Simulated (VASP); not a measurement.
# Ta4N (Im-3m) in VASP: notebook

Ta4N is run at these levels: PBE; tasks: single point.

All numbers are computed with VASP 6.6.1; they aren't measurements. Logs are shortened: lines on timing, memory, paths and dates and some standing lists are left out, and cuts for length are marked.

### Step 1. The cell of the first run

Symmetry: Im-3m, No. 229, cubic system. The conventional cell has a = 5.406 Å, b = 5.406 Å, c = 5.406 Å, α = 90.00°, β = 90.00°, γ = 90.00°. Within 3.1 Å of Ta (site symmetry -3m) lie 2 N at 2.34 Å and 6 Ta at 2.70 Å. Within 3.1 Å of N (site symmetry m-3m) lie 8 Ta at 2.34 Å.

The cell was built from a structure type or drawn by symmetry, and may not be a known phase.

### Step 2. Single point, PBE

Input file INCAR:

```
SYSTEM = Ta4N
PREC = Accurate
ENCUT = 520
EDIFF = 1E-7
ISMEAR = 0
SIGMA = 0.1
LREAL = .False.
LASPH = .True.
NELM = 80
ALGO = Normal
ISIF = 2
LWAVE = .False.
LCHARG = .True.
GGA = PE
LELF = .True.
LVHAR = .True.
NBANDS = 32
```

Input file KPOINTS:

```
Automatic mesh
0
Gamma
  4 4 4
  0 0 0
```

Input file POSCAR:

```
Ta4N
1.0
   -2.7028500000      2.7028500000      2.7028500000
    2.7028500000     -2.7028500000      2.7028500000
    2.7028500000      2.7028500000     -2.7028500000
Ta N
4 1
Direct
    0.0000000000      0.0000000000      0.5000000000
    0.0000000000      0.5000000000      0.0000000000
    0.5000000000      0.0000000000      0.0000000000
    0.5000000000      0.5000000000      0.5000000000
    0.0000000000      0.0000000000      0.0000000000
```

Potentials or basis: VASP PAW PBE potentials, release 64 (Ta_pv, N).

Started as:

```
cat potpaw_PBE.64/Ta_pv/POTCAR potpaw_PBE.64/N/POTCAR > POTCAR
mpirun -np 1 vasp_std > vasp.out
```

OUTCAR:

```text
SYSTEM = Ta4N
   PREC = Accurate
   ENCUT = 520
   EDIFF = 1E-7
   ISMEAR = 0
   LREAL = .False.
   LASPH = .True.
   NELM = 80
   ISIF = 2
   GGA = PE

 ion  position               nearest neighbor table
   1  0.000  0.000  0.500-   5 2.34   5 2.34   4 2.70   2 2.70   3 2.70   2 2.70   3 2.70   4 2.70

   2  0.000  0.500  0.000-   5 2.34   5 2.34   4 2.70   1 2.70   3 2.70   1 2.70   4 2.70   3 2.70

   3  0.500  0.000  0.000-   5 2.34   5 2.34   4 2.70   1 2.70   4 2.70   2 2.70   1 2.70   2 2.70

   4  0.500  0.500  0.500-   5 2.34   5 2.34   3 2.70   1 2.70   3 2.70   2 2.70   1 2.70   2 2.70

   5  0.000  0.000  0.000-   1 2.34   2 2.34   3 2.34   4 2.34   1 2.34   2 2.34   3 2.34   4 2.34

  LATTYP: Found a body centered cubic cell.
 ALAT       =     5.4057000000

  Lattice vectors:

 A1 = (  -2.7028500000,   2.7028500000,   2.7028500000)
 A2 = (   2.7028500000,  -2.7028500000,   2.7028500000)
 A3 = (   2.7028500000,   2.7028500000,  -2.7028500000)

Analysis of symmetry for initial positions (statically):
=====================================================================
 Subroutine PRICEL returns:
 Original cell was already a primitive cell.

 Routine SETGRP: Setting up the symmetry group for a
 body centered cubic supercell.

 Subroutine GETGRP returns: Found 48 space group operations
 (whereof 48 operations were pure point group operations)
 out of a pool of 48 trial point group operations.

The static configuration has the point symmetry O_h .

Analysis of symmetry for dynamics (positions and initial velocities):
=====================================================================
 Subroutine PRICEL returns:
 Original cell was already a primitive cell.

 Routine SETGRP: Setting up the symmetry group for a
 body centered cubic supercell.

 Subroutine GETGRP returns: Found 48 space group operations
 (whereof 48 operations were pure point group operations)
 out of a pool of 48 trial point group operations.

The dynamic configuration has the point symmetry O_h .

 Subroutine INISYM returns: Found 48 space group operations
 (whereof 48 operations are pure point group operations),
 and found     1 'primitive' translations

----------------------------------------------------------------------------------------

                                     Primitive cell

  volume of cell :      78.9816

  direct lattice vectors                    reciprocal lattice vectors
    -2.702850000  2.702850000  2.702850000     0.000000000  0.184989918  0.184989918
     2.702850000 -2.702850000  2.702850000     0.184989918  0.000000000  0.184989918
     2.702850000  2.702850000 -2.702850000     0.184989918  0.184989918  0.000000000

  length of vectors
     4.681473525  4.681473525  4.681473525     0.261615251  0.261615251  0.261615251

  position of ions in fractional coordinates (direct lattice)
     0.000000000  0.000000000  0.500000000
     0.000000000  0.500000000  0.000000000
     0.500000000  0.000000000  0.000000000
     0.500000000  0.500000000  0.500000000
     0.000000000  0.000000000  0.000000000

  ion indices of the primitive-cell ions
   primitive index   ion index
                 1           1
                 2           2
                 3           3
                 4           4
                 5           5

----------------------------------------------------------------------------------------

 KPOINTS: Automatic mesh

Automatic generation of k-mesh.
 Grid dimensions read from file:
 generate k-points for:    4    4    4

 Generating k-lattice:

  Cartesian coordinates                     Fractional coordinates (reciprocal lattice)
     0.000000000  0.046247480  0.046247480     0.250000000  0.000000000  0.000000000
     0.046247480  0.000000000  0.046247480     0.000000000  0.250000000  0.000000000
     0.046247480  0.046247480  0.000000000     0.000000000  0.000000000  0.250000000

  Length of vectors
     0.065403813  0.065403813  0.065403813

  Shift w.r.t. Gamma in fractional coordinates (k-lattice)
     0.000000000  0.000000000  0.000000000

 Subroutine IBZKPT returns following result:
 ===========================================

 Found      8 irreducible k-points:

 Following reciprocal coordinates:
            Coordinates               Weight
  0.000000  0.000000  0.000000      1.000000
  0.250000  0.000000  0.000000     12.000000
  0.500000  0.000000  0.000000      6.000000
  0.250000  0.250000  0.000000     24.000000
  0.250000  0.250000  0.250000      2.000000
 -0.250000  0.250000  0.250000      6.000000
  0.500000  0.500000  0.250000     12.000000
  0.500000  0.500000  0.500000      1.000000
   k-points           NKPTS =      8   k-points in BZ     NKDIM =      8   number of bands    NBANDS=     32
   number of dos      NEDOS =    301   number of ions     NIONS =      5
   total plane-waves  NPLWV =  46656
   dimension x,y,z NGX =    36 NGY =   36 NGZ =   36
   dimension x,y,z NGXF=    72 NGYF=   72 NGZF=   72
   ions per type =               4   1
   NGX,Y,Z   is equivalent  to a cutoff of  12.78, 12.78, 12.78 a.u.
   NGXF,Y,Z  is equivalent  to a cutoff of  25.57, 25.57, 25.57 a.u.
 SYSTEM =  Ta4N
   PREC   = accura    normal or accurate (medium, high low for compatibility)
   ISTART =      0    job   : 0-new  1-cont  2-samecut
   ICHARG =      2    charge: 1-file 2-atom 10-const
   ISPIN  =      1    spin polarized calculation?
   LNONCOLLINEAR =      F non collinear calculations
   LSORBIT =      F    spin-orbit coupling
   LASPH  =      T    aspherical Exc in radial PAW
   ENCUT  =  520.0 eV  38.22 Ry    6.18 a.u.   8.70  8.70  8.70*2*pi/ulx,y,z
   NELM   =     80;   NELMIN=  2; NELMDL= -5     # of ELM steps
   EDIFF  = 0.1E-06   stopping-criterion for ELM
   LREAL  =      F    real-space projection
   EDIFFG = 0.1E-05   stopping-criterion for IOM
   NSW    =      0    number of steps for IOM
   IBRION =     -1    ionic relax: 0-MD 1-quasi-New 2-CG
   NFREE  =      0    steps in history (QN), initial steepest desc. (CG)
   ISIF   =      2    stress and relaxation
   ISYM   =      2    0-nonsym 1-usesym 2-fastsym
   POTIM  = 0.5000    time-step for ionic-motion
   TEBEG  =    0.0;   TEEND  =   0.0 temperature during run
   PSTRESS=    0.0 pullay stress
   NELECT =      49.0000    total number of electrons
   NUPDOWN=      -1.0000    fix difference up-down
   EMIN   =  10.00;   EMAX   =-10.00  energy-range for DOS
   EFERMI =   0.00;   METHOD = LEGACY
   ISMEAR =     0;   SIGMA  =   0.10  broadening in eV -4-tet -1-fermi 0-gaus
   EFERMI_NEDOS =   21; number of points for ismear=-14 and -15
   IALGO  =     38    algorithm
   IMIX   =      4    mixing-type and parameters
     AMIX     =   0.40;   BMIX     =  1.00
     AMIX_MAG =   1.60;   BMIX_MAG =  1.00
  volume/ion in A,a.u.               =      15.80       106.60
  Fermi-wavevector in a.u.,A,eV,Ry     =   1.396256  2.638540 26.524960  1.949530
  Thomas-Fermi vector in A             =   2.519628
   LORBIT       =      0    0 simple, 1 ext, 2 COOP (PROOUT), +10 PAW based schemes
   GGA     = PE    functional components
   LHFCALC =     F    Hartree Fock is set to
   AEXX    =    0.0000 exact exchange contribution
   IVDW    =     0    specifies the selected vdW correction
   LEPSILON=     F    determine dielectric tensor
   LRPA    =     F    only Hartree local field effects (RPA)
 non-spin polarized calculation
 Gauss-broadening in eV      SIGMA  =   0.10
  energy-cutoff  :      520.00
  volume of cell :       78.98
 maximum number of plane-waves:      2214
 NGX is ok and might be reduce to    36
   NGX = 17   NGY = 17   NGZ = 17

 number of electron      49.0000014 magnetization

 Free energy of the ion-electron system (eV)
  ---------------------------------------------------
  ext. energy  EPLUGINS =         0.00000000
  ---------------------------------------------------
  free energy    TOTEN  =       -52.62482304 eV

  energy without entropy =      -52.58062179  energy(sigma->0) =      -52.60272241

 E-fermi :   6.2137     XC(G=0): -12.4996

 val. band max:        6.1785461488   @ k =   0.2500   0.2500   0.0000
 cond. band min:       6.2703009389   @ k =   0.5000   0.5000   0.2500
 fundamental gap:      0.0917547900
 Fermi energy:         6.2137367775

 k-point     1 :       0.0000    0.0000    0.0000
  band No.  band energies     occupation
      1     -28.8725      2.00000
      2     -28.8725      2.00000
      3     -28.8725      2.00000
      4     -28.6024      2.00000
      5     -28.6024      2.00000
      6     -28.6024      2.00000
[... 24 lines left out ...]
     31       9.0530      0.00000
     32      11.2449      0.00000

 k-point     2 :       0.2500    0.0000    0.0000
  band No.  band energies     occupation
      1     -28.8354      2.00000
      2     -28.8200      2.00000
      3     -28.6670      2.00000
      4     -28.5194      2.00000
      5     -28.5030      2.00000
      6     -28.4036      2.00000
[... 24 lines left out ...]
     31       9.4016      0.00000
     32      10.0432      0.00000

 k-point     3 :       0.5000    0.0000    0.0000
  band No.  band energies     occupation
      1     -28.8119      2.00000
      2     -28.7902      2.00000
      3     -28.2760      2.00000
      4     -28.2238      2.00000
      5     -28.1924      2.00000
      6     -28.1439      2.00000
[... 24 lines left out ...]
     31       8.3486      0.00000
     32       8.8432      0.00000

 k-point     4 :       0.2500    0.2500    0.0000
  band No.  band energies     occupation
      1     -28.8128      2.00000
      2     -28.5591      2.00000
      3     -28.5350      2.00000
      4     -28.4945      2.00000
      5     -28.1742      2.00000
      6     -28.0888      2.00000
[... 24 lines left out ...]
     31       8.9919      0.00000
     32       9.6164      0.00000

 k-point     5 :       0.2500    0.2500    0.2500
  band No.  band energies     occupation
      1     -28.4162      2.00000
      2     -28.3208      2.00000
      3     -28.3208      2.00000
      4     -28.3208      2.00000
      5     -28.0237      2.00000
      6     -28.0237      2.00000
[... 24 lines left out ...]
     31       8.1714      0.00000
     32       8.2098      0.00000

 k-point     6 :      -0.2500    0.2500    0.2500
  band No.  band energies     occupation
      1     -29.0189      2.00000
      2     -28.6986      2.00000
      3     -28.6750      2.00000
      4     -28.6750      2.00000
      5     -28.2320      2.00000
      6     -28.0901      2.00000
[... 24 lines left out ...]
     31      10.0414      0.00000
     32      10.0830      0.00000

 k-point     7 :       0.5000    0.5000    0.2500
  band No.  band energies     occupation
      1     -29.0697      2.00000
      2     -28.6728      2.00000
      3     -28.6266      2.00000
      4     -28.5840      2.00000
      5     -28.4388      2.00000
      6     -28.4179      2.00000
[... 24 lines left out ...]
     31      10.2973      0.00000
     32      10.3585      0.00000

 k-point     8 :       0.5000    0.5000    0.5000
  band No.  band energies     occupation
      1     -29.2339      2.00000
      2     -28.7928      2.00000
      3     -28.7928      2.00000
      4     -28.5644      2.00000
      5     -28.5644      2.00000
      6     -28.5644      2.00000
[... 24 lines left out ...]
     31      10.2165      0.00000
     32      12.3586      0.00000

------------------------ aborting loop because EDIFF is reached ----------------------------------------

  FORCE on cell =-STRESS in cart. coord.  units (eV):
  Direction    XX          YY          ZZ          XY          YZ          ZX
  --------------------------------------------------------------------------------------
  -------------------------------------------------------------------------------------
  Total        4.9321465      4.9321465      4.9321465      0.0000000      0.0000000      0.0000000
  in kB      100.0508367    100.0508367    100.0508367      0.0000000      0.0000000      0.0000000
  external PRESSURE =     100.0508367 kB  Pullay stress =       0.0000000 kB

 VOLUME and BASIS-vectors are now :
 -----------------------------------------------------------------------------
  energy-cutoff  :      520.00
  volume of cell :       78.98
      direct lattice vectors                 reciprocal lattice vectors
    -2.702850000  2.702850000  2.702850000     0.000000000  0.184989918  0.184989918
     2.702850000 -2.702850000  2.702850000     0.184989918  0.000000000  0.184989918
     2.702850000  2.702850000 -2.702850000     0.184989918  0.184989918  0.000000000

 POSITION                                       TOTAL-FORCE (eV/Angst)
 -----------------------------------------------------------------------------------
      1.35143      1.35143     -1.35143        -0.000000     -0.000000      0.000000
      1.35143     -1.35143      1.35143        -0.000000      0.000000      0.000000
     -1.35143      1.35143      1.35143         0.000000     -0.000000      0.000000
      1.35143      1.35143      1.35143         0.000000      0.000000     -0.000000
      0.00000      0.00000      0.00000         0.000000      0.000000      0.000000
 -----------------------------------------------------------------------------------
    total drift:                                0.000000     -0.000000      0.000000

  FREE ENERGIE OF THE ION-ELECTRON SYSTEM (eV)
  ---------------------------------------------------
  free  energy   TOTEN  =       -52.6248230424 eV

  energy  without entropy=      -52.5806217870  energy(sigma->0) =      -52.60272241
```

It took 48 s on 1 thread of AMD EPYC 7R13, shared host; peak memory 0.18 GiB.

Results:

* Free energy: -52.6248 eV
* Pressure: 10.0 GPa
* Band gap on the k mesh: zero (an odd number of electrons rules out a gap without spin polarisation)

Caveat: the k points lie up to 0.41 Å⁻¹ apart, too coarse for converged energies and pressures of a metal; spin-orbit coupling is left out, which moves the levels of the heavy elements.

### Step 3. Single point, PBE

This run uses another cell than the first one, of 16.55 Å³/atom.

Input file INCAR:

```
PREC = Accurate ; ENCUT = 520
EDIFF = 1E-6 ; ISMEAR = 0
SIGMA = 0.1 ; LREAL = F
LASPH = T ; NELM = 100
ALGO = Normal ; ISIF = 2
LWAVE = F ; LCHARG = T
GGA = PE ; LELF = T
LVHAR = T ; NBANDS = 32
```

Input file KPOINTS:

```
Automatic mesh
0
Gamma
  4 4 4
```

Changes to POSCAR since step 2:

```diff
@@ -2,5 +2,5 @@
 1.0
-   -2.7028500000      2.7028500000      2.7028500000
-    2.7028500000     -2.7028500000      2.7028500000
-    2.7028500000      2.7028500000     -2.7028500000
+   -2.7453204442      2.7453204442      2.7453204442
+    2.7453204442     -2.7453204442      2.7453204442
+    2.7453204442      2.7453204442     -2.7453204442
 Ta N
```

Potentials or basis: VASP PAW PBE potentials, release 64 (Ta_pv, N).

Started as:

```
cat potpaw_PBE.64/Ta_pv/POTCAR potpaw_PBE.64/N/POTCAR > POTCAR
mpirun -np 1 vasp_std > vasp.out
```

It took 54 s on 1 thread of AMD EPYC 7R13, shared host; peak memory 0.18 GiB.

The run converged. Its results:

* Free energy: -52.7437 eV
* Pressure: 0.3 GPa
* Band gap on the k mesh: zero (an odd number of electrons rules out a gap without spin polarisation)

Levels at points of the mesh, in eV from the Fermi level:
| k point | band 21 | band 22 | band 23 | band 24 | band 25 | band 26 | band 27 | band 28 |
| --- | --- | --- | --- | --- | --- | --- | --- | --- |
| (0.00, 0.00, 0.00) | -3.18 | -2.11 | -2.11 | -2.11 | 1.99 | 2.22 | 2.22 | 2.22 |
| (0.50, 0.00, 0.00) | -1.73 | -1.09 | -0.64 | -0.26 | 0.49 | 0.98 | 1.06 | 1.26 |
| (0.50, 0.50, 0.50) | -2.21 | -2.21 | -0.50 | -0.50 | 0.13 | 0.13 | 0.13 | 1.95 |

Caveat: the k points lie up to 0.40 Å⁻¹ apart, too coarse for converged energies and pressures of a metal; spin-orbit coupling is left out, which moves the levels of the heavy elements.
